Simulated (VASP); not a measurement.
# ZnS (F-43m) in VASP: notebook

The runs below take ZnS through single point, relaxation of cell and atoms, with PBE+D3(BJ).

Program: VASP 6.6.1. These are calculated values, not measurements. Logs are shortened: lines on timing, memory, paths and dates and some standing lists are left out, and cuts for length are marked.

**1. The cell of the first run**

The structure is cubic, space group F-43m (No. 216). Conventional cell: a = 5.376 Å, b = 5.376 Å, c = 5.376 Å, α = 90.00°, β = 90.00°, γ = 90.00°. Within 3.1 Å of Zn (site symmetry -43m) lie 4 S at 2.33 Å. Within 3.1 Å of S (site symmetry -43m) lie 4 Zn at 2.33 Å.

**2. Single point, PBE+D3(BJ)**

Contents of INCAR:

```
SYSTEM = ZnS
  ALGO = Normal
  EDIFF = 1E-6
  ENCUT = 520
  GGA = PE
  ISIF = 2
  ISMEAR = 0
  IVDW = 12
  LASPH = .TRUE.
  LCHARG = .FALSE.
  LREAL = .FALSE.
  LWAVE = .FALSE.
  NBANDS = 16
  NELM = 80
  PREC = Accurate
  SIGMA = 0.02
```

Contents of KPOINTS:

```
k-points
0
G
  10 10 10
  0 0 0
```

Contents of POSCAR:

```
ZnS
1.0
    0.0000000000      2.6878679411      2.6878679411
    2.6878679411      0.0000000000      2.6878679411
    2.6878679411      2.6878679411      0.0000000000
Zn S
1 1
Direct
    0.2500000000      0.2500000000      0.2500000000
    0.0000000000      0.0000000000      0.0000000000
```

Potentials or basis: VASP PAW PBE potentials, release 64 (Zn, S).

Started as:

```bash
> cat potpaw_PBE.64/Zn/POTCAR potpaw_PBE.64/S/POTCAR > POTCAR
> mpirun -np 1 vasp_std > vasp.out
```

OUTCAR:

```text
SYSTEM = ZnS
   EDIFF = 1E-6
   ENCUT = 520
   GGA = PE
   ISIF = 2
   ISMEAR = 0
   IVDW = 12
   LASPH = .TRUE.
   LREAL = .FALSE.
   NELM = 80
   PREC = Accurate
 IVDW          = 12

 ion  position               nearest neighbor table
   1  0.250  0.250  0.250-   2 2.33   2 2.33   2 2.33   2 2.33
   2  0.000  0.000  0.000-   1 2.33   1 2.33   1 2.33   1 2.33

  LATTYP: Found a face centered cubic cell.
 ALAT       =     5.3757358822

  Lattice vectors:

 A1 = (   0.0000000000,   2.6878679411,   2.6878679411)
 A2 = (   2.6878679411,   0.0000000000,   2.6878679411)
 A3 = (   2.6878679411,   2.6878679411,   0.0000000000)

Analysis of symmetry for initial positions (statically):
=====================================================================
 Subroutine PRICEL returns:
 Original cell was already a primitive cell.

 Routine SETGRP: Setting up the symmetry group for a
 face centered cubic supercell.

 Subroutine GETGRP returns: Found 24 space group operations
 (whereof 24 operations were pure point group operations)
 out of a pool of 48 trial point group operations.

The static configuration has the point symmetry T_d .

Analysis of symmetry for dynamics (positions and initial velocities):
=====================================================================
 Subroutine PRICEL returns:
 Original cell was already a primitive cell.

 Routine SETGRP: Setting up the symmetry group for a
 face centered cubic supercell.

 Subroutine GETGRP returns: Found 24 space group operations
 (whereof 24 operations were pure point group operations)
 out of a pool of 48 trial point group operations.

The dynamic configuration has the point symmetry T_d .

 Subroutine INISYM returns: Found 24 space group operations
 (whereof 24 operations are pure point group operations),
 and found     1 'primitive' translations

----------------------------------------------------------------------------------------

                                     Primitive cell

  volume of cell :      38.8377

  direct lattice vectors                    reciprocal lattice vectors
     0.000000000  2.687867941  2.687867941    -0.186021044  0.186021044  0.186021044
     2.687867941  0.000000000  2.687867941     0.186021044 -0.186021044  0.186021044
     2.687867941  2.687867941  0.000000000     0.186021044  0.186021044 -0.186021044

  length of vectors
     3.801219296  3.801219296  3.801219296     0.322197899  0.322197899  0.322197899

  position of ions in fractional coordinates (direct lattice)
     0.250000000  0.250000000  0.250000000
     0.000000000  0.000000000  0.000000000

  ion indices of the primitive-cell ions
   primitive index   ion index
                 1           1
                 2           2

----------------------------------------------------------------------------------------

 KPOINTS: k-points

Automatic generation of k-mesh.
 Grid dimensions read from file:
 generate k-points for:   10   10   10

 Generating k-lattice:

  Cartesian coordinates                     Fractional coordinates (reciprocal lattice)
    -0.018602104  0.018602104  0.018602104     0.100000000  0.000000000  0.000000000
     0.018602104 -0.018602104  0.018602104     0.000000000  0.100000000  0.000000000
     0.018602104  0.018602104 -0.018602104     0.000000000  0.000000000  0.100000000

  Length of vectors
     0.032219790  0.032219790  0.032219790

  Shift w.r.t. Gamma in fractional coordinates (k-lattice)
     0.000000000  0.000000000  0.000000000

 Subroutine IBZKPT returns following result:
 ===========================================

 Found     47 irreducible k-points:

 Following reciprocal coordinates:
            Coordinates               Weight
  0.000000  0.000000  0.000000      1.000000
  0.100000  0.000000  0.000000      8.000000
  0.200000  0.000000  0.000000      8.000000
  0.300000  0.000000  0.000000      8.000000
  0.400000  0.000000  0.000000      8.000000
  0.500000  0.000000  0.000000      4.000000
[... 16 lines left out ...]
  0.300000  0.300000  0.000000      6.000000
  0.400000  0.300000  0.000000     24.000000
 [... further k-points ...]
   k-points           NKPTS =     47   k-points in BZ     NKDIM =     47   number of bands    NBANDS=     16
   number of dos      NEDOS =    301   number of ions     NIONS =      2
   total plane-waves  NPLWV =  21952
   dimension x,y,z NGX =    28 NGY =   28 NGZ =   28
   dimension x,y,z NGXF=    56 NGYF=   56 NGZF=   56
   ions per type =               1   1
   NGX,Y,Z   is equivalent  to a cutoff of  12.25, 12.25, 12.25 a.u.
   NGXF,Y,Z  is equivalent  to a cutoff of  24.49, 24.49, 24.49 a.u.
 SYSTEM =  ZnS
   PREC   = accura    normal or accurate (medium, high low for compatibility)
   ISTART =      0    job   : 0-new  1-cont  2-samecut
   ICHARG =      2    charge: 1-file 2-atom 10-const
   ISPIN  =      1    spin polarized calculation?
   LNONCOLLINEAR =      F non collinear calculations
   LSORBIT =      F    spin-orbit coupling
   LASPH  =      T    aspherical Exc in radial PAW
   ENCUT  =  520.0 eV  38.22 Ry    6.18 a.u.   7.07  7.07  7.07*2*pi/ulx,y,z
   NELM   =     80;   NELMIN=  2; NELMDL= -5     # of ELM steps
   EDIFF  = 0.1E-05   stopping-criterion for ELM
   LREAL  =      F    real-space projection
   EDIFFG = 0.1E-04   stopping-criterion for IOM
   NSW    =      0    number of steps for IOM
   IBRION =     -1    ionic relax: 0-MD 1-quasi-New 2-CG
   NFREE  =      0    steps in history (QN), initial steepest desc. (CG)
   ISIF   =      2    stress and relaxation
   ISYM   =      2    0-nonsym 1-usesym 2-fastsym
   POTIM  = 0.5000    time-step for ionic-motion
   TEBEG  =    0.0;   TEEND  =   0.0 temperature during run
   PSTRESS=    0.0 pullay stress
   NELECT =      18.0000    total number of electrons
   NUPDOWN=      -1.0000    fix difference up-down
   EMIN   =  10.00;   EMAX   =-10.00  energy-range for DOS
   EFERMI =   0.00;   METHOD = LEGACY
   ISMEAR =     0;   SIGMA  =   0.02  broadening in eV -4-tet -1-fermi 0-gaus
   EFERMI_NEDOS =   21; number of points for ismear=-14 and -15
   IALGO  =     38    algorithm
   IMIX   =      4    mixing-type and parameters
     AMIX     =   0.40;   BMIX     =  1.00
     AMIX_MAG =   1.60;   BMIX_MAG =  1.00
  volume/ion in A,a.u.               =      19.42       131.04
  Fermi-wavevector in a.u.,A,eV,Ry     =   1.266916  2.394124 21.838379  1.605076
  Thomas-Fermi vector in A             =   2.400091
   LORBIT       =      0    0 simple, 1 ext, 2 COOP (PROOUT), +10 PAW based schemes
   GGA     = PE    functional components
   LHFCALC =     F    Hartree Fock is set to
   AEXX    =    0.0000 exact exchange contribution
   IVDW    =    12    specifies the selected vdW correction
   LEPSILON=     F    determine dielectric tensor
   LRPA    =     F    only Hartree local field effects (RPA)
 non-spin polarized calculation
 Gauss-broadening in eV      SIGMA  =   0.02
  energy-cutoff  :      520.00
  volume of cell :       38.84
 maximum number of plane-waves:      1056
   NGX = 15   NGY = 15   NGZ = 15

 number of electron      18.0000010 magnetization

 Free energy of the ion-electron system (eV)
  ---------------------------------------------------
  ext. energy  EPLUGINS =         0.00000000
  ---------------------------------------------------
  free energy    TOTEN  =        -6.83808707 eV

  energy without entropy =       -6.83808707  energy(sigma->0) =       -6.83808707

 E-fermi :   2.3904     XC(G=0):  -9.7046

 val. band max:        2.2546876094   @ k =   0.0000   0.0000   0.0000
 cond. band min:       4.4383422882   @ k =   0.0000   0.0000   0.0000
 fundamental gap:      2.1836546787
 Fermi energy:         2.3904288647

 k-point     1 :       0.0000    0.0000    0.0000
  band No.  band energies     occupation
      1     -10.9966      2.00000
      2      -4.1481      2.00000
      3      -4.1481      2.00000
      4      -4.1481      2.00000
      5      -3.6310      2.00000
      6      -3.6310      2.00000
[... 8 lines left out ...]
     15      14.0358      0.00000
     16      14.2141      0.00000

 k-point     2 :       0.1000    0.0000    0.0000
  band No.  band energies     occupation
      1     -10.9189      2.00000
      2      -4.1491      2.00000
      3      -4.1339      2.00000
      4      -4.1339      2.00000
      5      -3.6323      2.00000
      6      -3.6323      2.00000
[... 8 lines left out ...]
     15      13.5892      0.00000
     16      14.8031      0.00000

 k-point     3 :       0.2000    0.0000    0.0000
  band No.  band energies     occupation
      1     -10.7045      2.00000
      2      -4.1336      2.00000
      3      -4.0986      2.00000
      4      -4.0986      2.00000
      5      -3.6324      2.00000
      6      -3.6324      2.00000
[... 8 lines left out ...]
     15      13.1677      0.00000
     16      14.8339      0.00000

 k-point     4 :       0.3000    0.0000    0.0000
  band No.  band energies     occupation
      1     -10.4126      2.00000
      2      -4.0609      2.00000
      3      -4.0609      2.00000
      4      -4.0475      2.00000
      5      -3.6238      2.00000
      6      -3.6238      2.00000
[... 8 lines left out ...]
     15      13.5442      0.00000
     16      14.2613      0.00000

 k-point     5 :       0.4000    0.0000    0.0000
  band No.  band energies     occupation
      1     -10.1490      2.00000
      2      -4.0368      2.00000
      3      -4.0368      2.00000
      4      -3.8073      2.00000
      5      -3.6079      2.00000
      6      -3.6079      2.00000
[... 8 lines left out ...]
     15      14.6989      0.00000
     16      14.6989      0.00000

 k-point     6 :       0.5000    0.0000    0.0000
  band No.  band energies     occupation
      1     -10.0403      2.00000
      2      -4.0294      2.00000
      3      -4.0294      2.00000
      4      -3.5994      2.00000
      5      -3.5994      2.00000
      6      -3.4240      2.00000
[... 8 lines left out ...]
     15      15.7036      0.00000
     16      15.7036      0.00000

 k-point     7 :       0.1000    0.1000    0.0000
  band No.  band energies     occupation
      1     -10.8931      2.00000
      2      -4.1628      2.00000
      3      -4.1222      2.00000
      4      -4.1222      2.00000
      5      -3.6426      2.00000
      6      -3.6235      2.00000
[... 8 lines left out ...]
     15      14.1656      0.00000
     16      15.0893      0.00000

 k-point     8 :       0.2000    0.1000    0.0000
  band No.  band energies     occupation
      1     -10.7239      2.00000
      2      -4.1645      2.00000
      3      -4.0884      2.00000
      4      -4.0869      2.00000
      5      -3.6511      2.00000
      6      -3.6168      2.00000
[... 8 lines left out ...]
     15      14.0318      0.00000
     16      15.8088      0.00000

 k-point     9 :       0.3000    0.1000    0.0000
  band No.  band energies     occupation
      1     -10.4563      2.00000
      2      -4.1208      2.00000
      3      -4.0459      2.00000
      4      -4.0387      2.00000
      5      -3.6467      2.00000
      6      -3.6078      2.00000
[... 8 lines left out ...]
     15      14.2210      0.00000
     16      15.2575      0.00000
[... 172 lines left out ...]
 k-point    19 :       0.5000    0.2000    0.0000
  band No.  band energies     occupation
      1      -9.9402      2.00000
      2      -4.0470      2.00000
      3      -3.9508      2.00000
      4      -3.7704      2.00000
      5      -3.5909      2.00000
      6      -3.4707      2.00000
[... 8 lines left out ...]
     15      15.7709      0.00000
     16      16.8783      0.00000

 k-point    20 :      -0.4000    0.2000    0.0000
  band No.  band energies     occupation
      1      -9.9153      2.00000
      2      -4.0277      2.00000
      3      -3.9601      2.00000
      4      -3.6851      2.00000
      5      -3.6145      2.00000
      6      -3.4181      2.00000
[... 8 lines left out ...]
     15      14.3134      0.00000
     16      16.7391      0.00000

 k-point    21 :      -0.3000    0.2000    0.0000
  band No.  band energies     occupation
      1     -10.0657      2.00000
      2      -4.0238      2.00000
      3      -3.9902      2.00000
      4      -3.8496      2.00000
      5      -3.6417      2.00000
      6      -3.5676      2.00000
[... 8 lines left out ...]
     15      15.5496      0.00000
     16      16.7616      0.00000

 k-point    22 :      -0.2000    0.2000    0.0000
  band No.  band energies     occupation
      1     -10.3138      2.00000
      2      -4.0495      2.00000
      3      -4.0355      2.00000
      4      -4.0242      2.00000
      5      -3.6536      2.00000
      6      -3.5919      2.00000
[... 8 lines left out ...]
     15      15.1975      0.00000
     16      16.9407      0.00000

 k-point    23 :       0.3000    0.3000    0.0000
  band No.  band energies     occupation
      1     -10.2166      2.00000
      2      -4.2086      2.00000
      3      -3.9408      2.00000
      4      -3.9408      2.00000
      5      -3.6638      2.00000
      6      -3.5795      2.00000
[... 8 lines left out ...]
     15      15.1089      0.00000
     16      19.0556      0.00000

 k-point    24 :       0.4000    0.3000    0.0000
  band No.  band energies     occupation
      1     -10.0084      2.00000
      2      -4.1749      2.00000
      3      -3.8942      2.00000
      4      -3.8852      2.00000
      5      -3.6075      2.00000
      6      -3.5715      2.00000
[... 8 lines left out ...]
     15      15.6568      0.00000
     16      18.2192      0.00000

 [... further k-points ...]

------------------------ aborting loop because EDIFF is reached ----------------------------------------

 Edisp (eV)   -0.62716

 E8    (eV) :    -0.2468

  FORCE on cell =-STRESS in cart. coord.  units (eV):
  Direction    XX          YY          ZZ          XY          YZ          ZX
  --------------------------------------------------------------------------------------
  -------------------------------------------------------------------------------------
  Total       0.04189     0.04189     0.04189    -0.00000     0.00000    -0.00000
  in kB       1.72830     1.72830     1.72830    -0.00000     0.00000    -0.00000
  external pressure =        1.73 kB  Pullay stress =        0.00 kB

 VOLUME and BASIS-vectors are now :
 -----------------------------------------------------------------------------
  energy-cutoff  :      520.00
  volume of cell :       38.84
      direct lattice vectors                 reciprocal lattice vectors
     0.000000000  2.687867941  2.687867941    -0.186021044  0.186021044  0.186021044
     2.687867941  0.000000000  2.687867941     0.186021044 -0.186021044  0.186021044
     2.687867941  2.687867941  0.000000000     0.186021044  0.186021044 -0.186021044

 POSITION                                       TOTAL-FORCE (eV/Angst)
 -----------------------------------------------------------------------------------
      1.34393      1.34393      1.34393         0.000000      0.000000      0.000000
      0.00000      0.00000      0.00000        -0.000000     -0.000000     -0.000000
 -----------------------------------------------------------------------------------
    total drift:                               -0.000001     -0.000001     -0.000001

  FREE ENERGIE OF THE ION-ELECTRON SYSTEM (eV)
  ---------------------------------------------------
  free  energy   TOTEN  =        -7.4652427581 eV

  energy  without entropy=       -7.4652427581  energy(sigma->0) =       -7.46524276
```

Wall time 56 s (1 thread of AMD EPYC 7R13, shared host); peak memory 0.15 GiB.

Results:

```yaml
Free_energy: -7.4652 eV
Pressure: 0.2 GPa
Band_gap_on_the_k_mesh: 2.18 eV, direct
Dispersion_energy_per_atom: -0.314 eV
```

Levels at points of the mesh, in eV from the valence-band top:
```csv
k point,band 5,band 6,band 7,band 8,band 9,band 10,band 11,band 12,band 13,band 14
"(0.00, 0.00, 0.00)",-5.89,-5.89,0.00,0.00,0.00,2.18,6.39,6.39,6.39,11.78
"(0.50, 0.00, 0.00)",-5.85,-5.68,-5.39,-0.89,-0.89,3.34,6.92,6.92,8.94,12.24
"(0.50, 0.50, 0.00)",-5.81,-5.66,-4.62,-2.28,-2.28,3.37,4.07,11.09,12.08,12.08
```

A hybrid or GW would open this gap; PBE tends to underestimate it.

**3. Relaxation of cell and atoms, PBE+D3(BJ)**

This run uses another cell than the first one, of 20.16 Å³/atom, 1.038 times its volume.

Contents of INCAR:

```
SYSTEM = ZnS
PREC = Accurate
ENCUT = 600
EDIFF = 1E-6
ISMEAR = 0
SIGMA = 0.02
LREAL = .False.
LASPH = .True.
NELM = 80
ALGO = Normal
ISIF = 3
LWAVE = .False.
LCHARG = .False.
GGA = PE
IVDW = 12
IBRION = 2
NSW = 70
EDIFFG = -0.005
```

Contents of KPOINTS:

```
Automatic mesh
0
Gamma
  10 10 10
  0 0 0
```

Contents of POSCAR:

```
ZnS
1.0
    0.0000000000      2.7214810267      2.7214810267
    2.7214810267      0.0000000000      2.7214810267
    2.7214810267      2.7214810267      0.0000000000
Zn S
1 1
Direct
    0.2500000000      0.2500000000      0.2500000000
    0.0000000000      0.0000000000      0.0000000000
```

Potentials or basis: VASP PAW PBE potentials, release 64 (Zn, S).

Started as:

```bash
> cat potpaw_PBE.64/Zn/POTCAR potpaw_PBE.64/S/POTCAR > POTCAR
> mpirun -np 1 vasp_std > vasp.out
```

It took 3.7 min on 1 thread of AMD EPYC 7R13, shared host; peak memory 0.18 GiB.

It converged, with:

| Property | Result |
| --- | --- |
| Free energy | -7.4656 eV |
| Relaxed volume | 19.48 Å³/atom |
| Relaxed cell | a = 3.805 Å, b = 3.805 Å, c = 3.805 Å, α = 60.00°, β = 60.00°, γ = 60.00° |
| Space group after relaxing (to 0.05 Å) | F-43m (No. 216) |
| Energy gained by relaxing | 5.6 meV/atom |
| Ionic steps | 5 |
| Pressure after relaxing | 0.0 GPa |
| Band gap on the k mesh | 2.17 eV, direct |
| Dispersion energy per atom | -0.313 eV |

Step by step:
| step | energy change (eV) | largest force (eV/Å) | pressure (GPa) | volume (Å³) |
| --- | --- | --- | --- | --- |
| 1 | 0.0000 | 0.0000 | -2.49 | 40.31 |
| 2 | -0.0101 | 0.0000 | 0.91 | 38.51 |
| 3 | -0.0112 | 0.0000 | -0.10 | 38.93 |
| 4 | -0.0112 | 0.0000 | 0.10 | 38.89 |
| 5 | -0.0111 | 0.0000 | -0.03 | 38.96 |

Final structure:
```
CELL_PARAMETERS angstrom
0.00000 2.69060 2.69060
2.69060 0.00000 2.69060
2.69060 2.69060 0.00000
ATOMIC_POSITIONS crystal
Zn 0.25000 0.25000 0.25000
S 0.00000 0.00000 0.00000
```

Levels at points of the mesh, in eV from the valence-band top:
```
           k point  band 7  band 8  band 9  band 10  band 11  band 12
(0.00, 0.00, 0.00)    0.00    0.00    0.00     2.17     6.39     6.39
(0.50, 0.00, 0.00)   -5.37   -0.88   -0.88     3.34     6.92     6.92
(0.50, 0.50, 0.00)   -4.61   -2.27   -2.27     3.38     4.07    11.07
```
